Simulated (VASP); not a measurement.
# BeTe (I-4m2) in VASP: a series of runs

The runs below take BeTe through single point, with PBE, r2SCAN.

Everything below comes from runs of VASP 6.6.1. Logs are shortened: lines on timing, memory, paths and dates and some standing lists are left out, and cuts for length are marked.

## (1) The cell of the first run

It takes space group I-4m2 (No. 119, tetragonal). The conventional cell has a = 3.896 Å, b = 3.896 Å, c = 5.766 Å, α = 90.00°, β = 90.00°, γ = 90.00°. Be (site symmetry -4m2) has 4 Te at 2.42 Å within 3.2 Å. Te (site symmetry -4m2) has 4 Be at 2.42 Å within 3.2 Å.

## (2) Single point, PBE (epitaxial xy strain -2.6%)

The input, INCAR:

```
  ALGO = Normal
  EDIFF = 1E-7
  ENCUT = 520
  GGA = PE
  ISIF = 2
  ISMEAR = -1
  LASPH = T
  LCHARG = F
  LREAL = F
  LWAVE = F
  NBANDS = 11
  NELM = 100
  PREC = Accurate
  SIGMA = 0.02
```

The input, KPOINTS:

```
k-points
0
Gamma
  8 8 8
```

The input, POSCAR:

```
BeTe
1.0
    0.0000000000      2.7550794143      2.8828032604
    2.7550794143      0.0000000000      2.8828032604
    2.7550794143      2.7550794143      0.0000000000
Be Te
1 1
Direct
    0.0000000000      0.0000000000      0.0000000000
    0.2500000000      0.2500000000      0.2500000000
```

Potentials or basis: VASP PAW PBE potentials, release 64 (Be, Te).

Run with:

```sh
> cat potpaw_PBE.64/Be/POTCAR potpaw_PBE.64/Te/POTCAR > POTCAR
> mpirun -np 1 vasp_std > vasp.out
```

OUTCAR:

```text
EDIFF = 1E-7
   ENCUT = 520
   GGA = PE
   ISIF = 2
   ISMEAR = -1
   LASPH = T
   LREAL = F
   NELM = 100
   PREC = Accurate

 ion  position               nearest neighbor table
   1  0.000  0.000  0.000-   2 2.42   2 2.42   2 2.42   2 2.42
   2  0.250  0.250  0.250-   1 2.42   1 2.42   1 2.42   1 2.42

  LATTYP: Found a body centered tetragonal cell.
 ALAT       =     3.8962706731
 C/A-ratio  =     1.4797756636

  Lattice vectors:

 A1 = (  -2.7550794143,   0.0000000000,   2.8828032604)
 A2 = (   2.7550794143,   0.0000000000,   2.8828032604)
 A3 = (   0.0000000000,   2.7550794143,  -2.8828032604)

Analysis of symmetry for initial positions (statically):
=====================================================================
 Subroutine PRICEL returns:
 Original cell was already a primitive cell.

 Routine SETGRP: Setting up the symmetry group for a
 body centered tetragonal supercell.

 Subroutine GETGRP returns: Found  8 space group operations
 (whereof  8 operations were pure point group operations)
 out of a pool of 16 trial point group operations.

The static configuration has the point symmetry D_2d.

Analysis of symmetry for dynamics (positions and initial velocities):
=====================================================================
 Subroutine PRICEL returns:
 Original cell was already a primitive cell.

 Routine SETGRP: Setting up the symmetry group for a
 body centered tetragonal supercell.

 Subroutine GETGRP returns: Found  8 space group operations
 (whereof  8 operations were pure point group operations)
 out of a pool of 16 trial point group operations.

The dynamic configuration has the point symmetry D_2d.

 Subroutine INISYM returns: Found  8 space group operations
 (whereof  8 operations are pure point group operations),
 and found     1 'primitive' translations

----------------------------------------------------------------------------------------

                                     Primitive cell

  volume of cell :      43.7636

  direct lattice vectors                    reciprocal lattice vectors
     0.000000000  2.755079414  2.882803260    -0.181482972  0.181482972  0.173442290
     2.755079414  0.000000000  2.882803260     0.181482972 -0.181482972  0.173442290
     2.755079414  2.755079414  0.000000000     0.181482972  0.181482972 -0.173442290

  length of vectors
     3.987607957  3.987607957  3.896270673     0.309765018  0.309765018  0.309765018

  position of ions in fractional coordinates (direct lattice)
     0.000000000  0.000000000  0.000000000
     0.250000000  0.250000000  0.250000000

  ion indices of the primitive-cell ions
   primitive index   ion index
                 1           1
                 2           2

----------------------------------------------------------------------------------------

 KPOINTS: k-points

Automatic generation of k-mesh.
 Grid dimensions read from file:
 generate k-points for:    8    8    8

 Generating k-lattice:

  Cartesian coordinates                     Fractional coordinates (reciprocal lattice)
    -0.022685371  0.022685371  0.021680286     0.125000000  0.000000000  0.000000000
     0.022685371 -0.022685371  0.021680286     0.000000000  0.125000000  0.000000000
     0.022685371  0.022685371 -0.021680286    -0.000000000 -0.000000000  0.125000000

  Length of vectors
     0.038720627  0.038720627  0.038720627

  Shift w.r.t. Gamma in fractional coordinates (k-lattice)
     0.000000000  0.000000000  0.000000000

 Subroutine IBZKPT returns following result:
 ===========================================

 Found     59 irreducible k-points:

 Following reciprocal coordinates:
            Coordinates               Weight
  0.000000  0.000000  0.000000      1.000000
  0.125000  0.000000  0.000000      8.000000
  0.250000  0.000000  0.000000      8.000000
  0.375000  0.000000  0.000000      8.000000
  0.500000  0.000000  0.000000      4.000000
  0.125000  0.125000  0.000000      2.000000
[... 16 lines left out ...]
  0.250000  0.000000  0.125000     16.000000
  0.375000  0.000000  0.125000     16.000000
 [... further k-points ...]
   k-points           NKPTS =     59   k-points in BZ     NKDIM =     59   number of bands    NBANDS=     11
   number of dos      NEDOS =    301   number of ions     NIONS =      2
   total plane-waves  NPLWV =  27000
   dimension x,y,z NGX =    30 NGY =   30 NGZ =   30
   dimension x,y,z NGXF=    60 NGYF=   60 NGZF=   60
   ions per type =               1   1
   NGX,Y,Z   is equivalent  to a cutoff of  12.51, 12.51, 12.80 a.u.
   NGXF,Y,Z  is equivalent  to a cutoff of  25.01, 25.01, 25.60 a.u.
 SYSTEM =  unknown system
   PREC   = accura    normal or accurate (medium, high low for compatibility)
   ISTART =      0    job   : 0-new  1-cont  2-samecut
   ICHARG =      2    charge: 1-file 2-atom 10-const
   ISPIN  =      1    spin polarized calculation?
   LNONCOLLINEAR =      F non collinear calculations
   LSORBIT =      F    spin-orbit coupling
   LASPH  =      T    aspherical Exc in radial PAW
   ENCUT  =  520.0 eV  38.22 Ry    6.18 a.u.   7.41  7.41  7.24*2*pi/ulx,y,z
   NELM   =    100;   NELMIN=  2; NELMDL= -5     # of ELM steps
   EDIFF  = 0.1E-06   stopping-criterion for ELM
   LREAL  =      F    real-space projection
   EDIFFG = 0.1E-05   stopping-criterion for IOM
   NSW    =      0    number of steps for IOM
   IBRION =     -1    ionic relax: 0-MD 1-quasi-New 2-CG
   NFREE  =      0    steps in history (QN), initial steepest desc. (CG)
   ISIF   =      2    stress and relaxation
   ISYM   =      2    0-nonsym 1-usesym 2-fastsym
   POTIM  = 0.5000    time-step for ionic-motion
   TEBEG  =    0.0;   TEEND  =   0.0 temperature during run
   PSTRESS=    0.0 pullay stress
   NELECT =       8.0000    total number of electrons
   NUPDOWN=      -1.0000    fix difference up-down
   EMIN   =  10.00;   EMAX   =-10.00  energy-range for DOS
   EFERMI =   0.00;   METHOD = LEGACY
   ISMEAR =    -1;   SIGMA  =   0.02  broadening in eV -4-tet -1-fermi 0-gaus
   EFERMI_NEDOS =   21; number of points for ismear=-14 and -15
   IALGO  =     38    algorithm
   IMIX   =      4    mixing-type and parameters
     AMIX     =   0.40;   BMIX     =  1.00
     AMIX_MAG =   1.60;   BMIX_MAG =  1.00
  volume/ion in A,a.u.               =      21.88       147.67
  Fermi-wavevector in a.u.,A,eV,Ry     =   0.929110  1.755763 11.745164  0.863245
  Thomas-Fermi vector in A             =   2.055358
   LORBIT       =      0    0 simple, 1 ext, 2 COOP (PROOUT), +10 PAW based schemes
   GGA     = PE    functional components
   LHFCALC =     F    Hartree Fock is set to
   AEXX    =    0.0000 exact exchange contribution
   IVDW    =     0    specifies the selected vdW correction
   LEPSILON=     F    determine dielectric tensor
   LRPA    =     F    only Hartree local field effects (RPA)
 non-spin polarized calculation
  energy-cutoff  :      520.00
  volume of cell :       43.76
 maximum number of plane-waves:      1203
 NGX is ok and might be reduce to    30
   NGX = 15   NGY = 15   NGZ = 15

 number of electron       8.0000000 magnetization

 Free energy of the ion-electron system (eV)
  ---------------------------------------------------
  ext. energy  EPLUGINS =         0.00000000
  ---------------------------------------------------
  free energy    TOTEN  =        -7.59941459 eV

  energy without entropy =       -7.59941459  energy(sigma->0) =       -7.59941459

 E-fermi :   5.8632     XC(G=0):  -9.1405

 val. band max:        5.4159680414   @ k =   0.0000   0.0000   0.0000
 cond. band min:       7.1479204531   @ k =   0.5000   0.0000   0.5000
 fundamental gap:      1.7319524116
 Fermi energy:         5.8632441488

 k-point     1 :       0.0000    0.0000    0.0000
  band No.  band energies     occupation
      1      -7.1046      2.00000
      2       5.1452      2.00000
      3       5.4160      2.00000
      4       5.4160      2.00000
      5       8.8993      0.00000
      6       8.8993      0.00000
      7       8.9962      0.00000
      8       9.2822      0.00000
      9      13.6807      0.00000
     10      15.1071      0.00000
     11      15.9603      0.00000

 k-point     2 :       0.1250    0.0000    0.0000
  band No.  band energies     occupation
      1      -6.9523      2.00000
      2       3.9796      2.00000
      3       4.9775      2.00000
      4       5.1948      2.00000
      5       8.8710      0.00000
      6       9.2567      0.00000
      7       9.3293      0.00000
      8      10.5501      0.00000
      9      14.0761      0.00000
     10      14.3314      0.00000
     11      14.9776      0.00000

 k-point     3 :       0.2500    0.0000    0.0000
  band No.  band energies     occupation
      1      -6.5308      2.00000
      2       1.9396      2.00000
      3       4.4771      2.00000
      4       4.7861      2.00000
      5       8.6398      0.00000
      6       9.8097      0.00000
      7       9.8548      0.00000
      8      12.4659      0.00000
      9      14.1080      0.00000
     10      14.5153      0.00000
     11      14.6115      0.00000

 k-point     4 :       0.3750    0.0000    0.0000
  band No.  band energies     occupation
      1      -5.9906      2.00000
      2       0.3152      2.00000
      3       4.0965      2.00000
      4       4.4755      2.00000
      5       8.4460      0.00000
      6       9.8914      0.00000
      7      10.0660      0.00000
      8      13.2123      0.00000
      9      15.0411      0.00000
     10      15.3881      0.00000
     11      15.7262      0.00000
[... 239 lines left out ...]
 k-point    22 :       0.1250    0.0000    0.1250
  band No.  band energies     occupation
      1      -6.8947      2.00000
      2       4.2948      2.00000
      3       4.4970      2.00000
      4       4.6784      2.00000
      5       8.4937      0.00000
      6       9.7414      0.00000
      7      10.1103      0.00000
      8      10.2764      0.00000
      9      13.6592      0.00000
     10      14.6374      0.00000
     11      15.5333      0.00000

 k-point    23 :       0.2500    0.0000    0.1250
  band No.  band energies     occupation
      1      -6.5553      2.00000
      2       2.5507      2.00000
      3       4.0550      2.00000
      4       4.3816      2.00000
      5       8.5791      0.00000
      6       9.8889      0.00000
      7      10.6732      0.00000
      8      11.2420      0.00000
      9      13.9647      0.00000
     10      15.1522      0.00000
     11      15.5136      0.00000

 k-point    24 :       0.3750    0.0000    0.1250
  band No.  band energies     occupation
      1      -6.0393      2.00000
      2       0.8423      2.00000
      3       3.7050      2.00000
      4       3.9616      2.00000
      5       8.7275      0.00000
      6      10.0520      0.00000
      7      10.8468      0.00000
      8      11.7685      0.00000
      9      15.1019      0.00000
     10      15.6732      0.00000
     11      16.4098      0.00000

 [... further k-points ...]

------------------------ aborting loop because EDIFF is reached ----------------------------------------

  FORCE on cell =-STRESS in cart. coord.  units (eV):
  Direction    XX          YY          ZZ          XY          YZ          ZX
  --------------------------------------------------------------------------------------
  -------------------------------------------------------------------------------------
  Total        0.9339358      0.9339358      0.1086970      0.0000000      0.0000000      0.0000000
  in kB       34.1912030     34.1912030      3.9793753      0.0000000      0.0000000      0.0000000
  external PRESSURE =      24.1205938 kB  Pullay stress =       0.0000000 kB

 VOLUME and BASIS-vectors are now :
 -----------------------------------------------------------------------------
  energy-cutoff  :      520.00
  volume of cell :       43.76
      direct lattice vectors                 reciprocal lattice vectors
     0.000000000  2.755079414  2.882803260    -0.181482972  0.181482972  0.173442290
     2.755079414  0.000000000  2.882803260     0.181482972 -0.181482972  0.173442290
     2.755079414  2.755079414  0.000000000     0.181482972  0.181482972 -0.173442290

 POSITION                                       TOTAL-FORCE (eV/Angst)
 -----------------------------------------------------------------------------------
      0.00000      0.00000      0.00000        -0.000000     -0.000000     -0.000000
      1.37754      1.37754      1.44140         0.000000      0.000000      0.000000
 -----------------------------------------------------------------------------------
    total drift:                                0.000000      0.000000      0.000000

  FREE ENERGIE OF THE ION-ELECTRON SYSTEM (eV)
  ---------------------------------------------------
  free  energy   TOTEN  =        -7.5994145899 eV

  energy  without entropy=       -7.5994145899  energy(sigma->0) =       -7.59941459
```

It took 24 s on 1 thread of Intel Xeon Platinum 8259CL at 2.50GHz (Skylake/Cascade Lake), shared host; peak memory 0.18 GiB.

What came out:

```
Free energy            : -7.5994 eV
Pressure               : 2.4 GPa
Band gap on the k mesh : 1.73 eV (least direct gap 3.48 eV)
```

Stress tensor (GPa, compression positive):
```
3.42 0.00 0.00
0.00 3.42 0.00
0.00 0.00 0.40
```

Levels at points of the mesh, in eV from the valence-band top:
```
           k point  band 1  band 2  band 3  band 4  band 5  band 6  band 7  band 8
(0.00, 0.00, 0.00)  -12.52   -0.27    0.00    0.00    3.48    3.48    3.58    3.87
(0.50, 0.00, 0.00)  -11.12   -5.76   -1.46   -1.05    2.96    4.44    4.64    7.74
(0.50, 0.50, 0.00)  -10.74   -5.48   -2.59   -2.59    2.06    2.80    9.70    9.70
(0.50, 0.00, 0.50)  -10.55   -5.23   -2.95   -2.87    1.73    2.43    9.56    9.77
```

Caveat: the cell differs from its parent crystal (epitaxial xy strain -2.6%); spin-orbit coupling is left out, which moves the levels of the heavy elements.

[end of part 1 of 2]
